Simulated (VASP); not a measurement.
# Ru (P6_3/mmc) in VASP: a series of runs, part 2 of 2

VASP 6.6.1. Earlier steps stand in the parts before.

### 3 Single point, PBE

This run uses another cell than the first one, of 13.77 Å³/atom, 0.943 times its volume.

Input file INCAR:

```
PREC = Accurate
ENCUT = 520
EDIFF = 1E-7
ISMEAR = 0
SIGMA = 0.1
LREAL = False
LASPH = True
NELM = 60
ALGO = Normal
ISIF = 2
LWAVE = False
LCHARG = True
GGA = PE
LELF = True
LVHAR = True
NBANDS = 21
```

Input file KPOINTS:

```
regular mesh
0
Gamma
  18 18 10
```

Input file POSCAR:

```
Ru
1.0
    2.7200250907      0.0000000000      0.0000000000
   -1.3600125454      2.3556108275      0.0000000000
    0.0000000000      0.0000000000      4.2967694965
Ru
2
Direct
    0.3333333333      0.6666666667      0.2500000000
    0.6666666667      0.3333333333      0.7500000000
```

Potentials or basis: VASP PAW PBE potentials, release 64 (Ru_pv).

Started as:

```console
> cat potpaw_PBE.64/Ru_pv/POTCAR > POTCAR
> mpirun -np 1 vasp_std > vasp.out
```

OUTCAR:

```text
PREC = Accurate
   ENCUT = 520
   EDIFF = 1E-7
   ISMEAR = 0
   LREAL = False
   LASPH = True
   NELM = 60
   ISIF = 2
   GGA = PE

 ion  position               nearest neighbor table
   1  0.333  0.667  0.250-   2 2.66   2 2.66   2 2.66   2 2.66   2 2.66   2 2.66
   2  0.667  0.333  0.750-   1 2.66   1 2.66   1 2.66   1 2.66   1 2.66   1 2.66

  LATTYP: Found a hexagonal cell.
 ALAT       =     2.7200250907
 C/A-ratio  =     1.5796800960

  Lattice vectors:

 A1 = (   2.7200250907,   0.0000000000,   0.0000000000)
 A2 = (  -1.3600125454,   2.3556108275,   0.0000000000)
 A3 = (   0.0000000000,   0.0000000000,   4.2967694965)

Analysis of symmetry for initial positions (statically):
=====================================================================
 Subroutine PRICEL returns:
 Original cell was already a primitive cell.

 Routine SETGRP: Setting up the symmetry group for a
 hexagonal supercell.

 Subroutine GETGRP returns: Found 24 space group operations
 (whereof 12 operations were pure point group operations)
 out of a pool of 24 trial point group operations.

The static configuration has the point symmetry D_3d.
 The point group associated with its full space group is D_6h.

Analysis of symmetry for dynamics (positions and initial velocities):
=====================================================================
 Subroutine PRICEL returns:
 Original cell was already a primitive cell.

 Routine SETGRP: Setting up the symmetry group for a
 hexagonal supercell.

 Subroutine GETGRP returns: Found 24 space group operations
 (whereof 12 operations were pure point group operations)
 out of a pool of 24 trial point group operations.

The dynamic configuration has the point symmetry D_3d.
 The point group associated with its full space group is D_6h.

 Subroutine INISYM returns: Found 24 space group operations
 (whereof 12 operations are pure point group operations),
[... 103 lines left out ...]
   ISYM   =      2    0-nonsym 1-usesym 2-fastsym
   POTIM  = 0.5000    time-step for ionic-motion
   TEBEG  =    0.0;   TEEND  =   0.0 temperature during run
   PSTRESS=    0.0 pullay stress
   NELECT =      28.0000    total number of electrons
   NUPDOWN=      -1.0000    fix difference up-down
   EMIN   =  10.00;   EMAX   =-10.00  energy-range for DOS
   EFERMI =   0.00;   METHOD = LEGACY
   ISMEAR =     0;   SIGMA  =   0.10  broadening in eV -4-tet -1-fermi 0-gaus
   EFERMI_NEDOS =   21; number of points for ismear=-14 and -15
   IALGO  =     38    algorithm
   IMIX   =      4    mixing-type and parameters
     AMIX     =   0.40;   BMIX     =  1.00
     AMIX_MAG =   1.60;   BMIX_MAG =  1.00
  volume/ion in A,a.u.               =      13.77        92.89
  Fermi-wavevector in a.u.,A,eV,Ry     =   1.646347  3.111144 36.878020  2.710458
  Thomas-Fermi vector in A             =   2.735990
   LORBIT       =      0    0 simple, 1 ext, 2 COOP (PROOUT), +10 PAW based schemes
   GGA     = PE    functional components
   LHFCALC =     F    Hartree Fock is set to
   AEXX    =    0.0000 exact exchange contribution
   IVDW    =     0    specifies the selected vdW correction
   LEPSILON=     F    determine dielectric tensor
   LRPA    =     F    only Hartree local field effects (RPA)
 non-spin polarized calculation
 Gauss-broadening in eV      SIGMA  =   0.10
  energy-cutoff  :      520.00
  volume of cell :       27.53
 maximum number of plane-waves:       759
   NGX = 11   NGY = 11   NGZ = 15

 number of electron      28.0000013 magnetization

 Free energy of the ion-electron system (eV)
  ---------------------------------------------------
  ext. energy  EPLUGINS =         0.00000000
  ---------------------------------------------------
  free energy    TOTEN  =       -18.47174766 eV

  energy without entropy =      -18.46243240  energy(sigma->0) =      -18.46709003

 E-fermi :  12.5841     XC(G=0): -14.0338

 val. band max:       12.5815485122   @ k =   0.1667   0.1111   0.3000
 cond. band min:      12.5862910678   @ k =   0.4444   0.1111   0.5000
 fundamental gap:      0.0047425557
 Fermi energy:        12.5840642586

 k-point     1 :       0.0000    0.0000    0.0000
  band No.  band energies     occupation
      1     -31.0076      2.00000
      2     -30.1149      2.00000
      3     -30.1149      2.00000
      4     -29.9504      2.00000
      5     -29.9504      2.00000
      6     -29.9109      2.00000
[... 565 lines left out ...]
     20      23.0308      0.00000
     21      23.6385      0.00000

 [... further k-points ...]
[... 5 lines left out ...]
  --------------------------------------------------------------------------------------
  -------------------------------------------------------------------------------------
  Total       -0.0199498     -0.0199498     -0.0165465      0.0000000      0.0000000     -0.0000000
  in kB       -1.1609952     -1.1609952     -0.9629382      0.0000000      0.0000000     -0.0000000
  external PRESSURE =      -1.0949762 kB  Pullay stress =       0.0000000 kB

 VOLUME and BASIS-vectors are now :
 -----------------------------------------------------------------------------
  energy-cutoff  :      520.00
  volume of cell :       27.53
      direct lattice vectors                 reciprocal lattice vectors
     2.720025091  0.000000000  0.000000000     0.367643667  0.212259170  0.000000000
    -1.360012545  2.355610828  0.000000000     0.000000000  0.424518341  0.000000000
     0.000000000  0.000000000  4.296769496     0.000000000  0.000000000  0.232732987

 POSITION                                       TOTAL-FORCE (eV/Angst)
 -----------------------------------------------------------------------------------
     -0.00000      1.57041      1.07419         0.000000      0.000000      0.000000
      1.36001      0.78520      3.22258        -0.000000     -0.000000      0.000000
 -----------------------------------------------------------------------------------
    total drift:                               -0.000000      0.000000     -0.000000

  FREE ENERGIE OF THE ION-ELECTRON SYSTEM (eV)
  ---------------------------------------------------
  free  energy   TOTEN  =       -18.4717476630 eV

  energy  without entropy=      -18.4624323959  energy(sigma->0) =      -18.46709003
```

OSZICAR:

```text
N       E                     dE             d eps       ncg     rms          rms(c)
DAV:   1     0.289033771674E+03    0.28903E+03   -0.17583E+04  9348   0.148E+03
DAV:   2    -0.139462351533E+02   -0.30298E+03   -0.29382E+03  9534   0.446E+02
DAV:   3    -0.197867905707E+02   -0.58406E+01   -0.58062E+01 10929   0.693E+01
DAV:   4    -0.198304342250E+02   -0.43644E-01   -0.43594E-01 11873   0.572E+00
DAV:   5    -0.198309636386E+02   -0.52941E-03   -0.52500E-03 10630   0.551E-01    0.172E+01
DAV:   6    -0.185509215662E+02    0.12800E+01   -0.29122E+00 10724   0.167E+01    0.447E+00
DAV:   7    -0.184791504716E+02    0.71771E-01   -0.40070E-01 10824   0.467E+00    0.103E+00
DAV:   8    -0.184720917058E+02    0.70588E-02   -0.16878E-02 10230   0.104E+00    0.314E-01
DAV:   9    -0.184717406119E+02    0.35109E-03   -0.80594E-04 10688   0.301E-01    0.333E-02
DAV:  10    -0.184717512803E+02   -0.10668E-04   -0.58619E-05 10529   0.788E-02    0.195E-02
DAV:  11    -0.184717476971E+02    0.35832E-05   -0.10508E-05 10604   0.307E-02    0.123E-03
DAV:  12    -0.184717476630E+02    0.34126E-07   -0.68643E-08  7232   0.264E-03
   1 F= -.18471748E+02 E0= -.18467090E+02  d E =-.931527E-02
```

stdout:

```text
POSCAR found type information on POSCAR Ru
 POSCAR found :  1 types and       2 ions
 scaLAPACK will be used
 LDA part: xc-table for (Slater+PW92), standard interpolation
 POSCAR, INCAR and KPOINTS ok, starting setup
 FFT: planning ... GRIDC
 FFT: planning ... GRID_SOFT
 FFT: planning ... GRID
 WAVECAR not read
 entering main loop
```

Run time: 62 s. Hardware: 1 thread of Intel Xeon 6975P-C, shared host; peak memory 0.21 GiB.

Results:

- Free energy: -18.4717 eV
- Pressure: -0.1 GPa
- Band gap on the k mesh: zero (band 14 reaches 14.05 eV, above the bottom of band 15 at 10.98 eV)
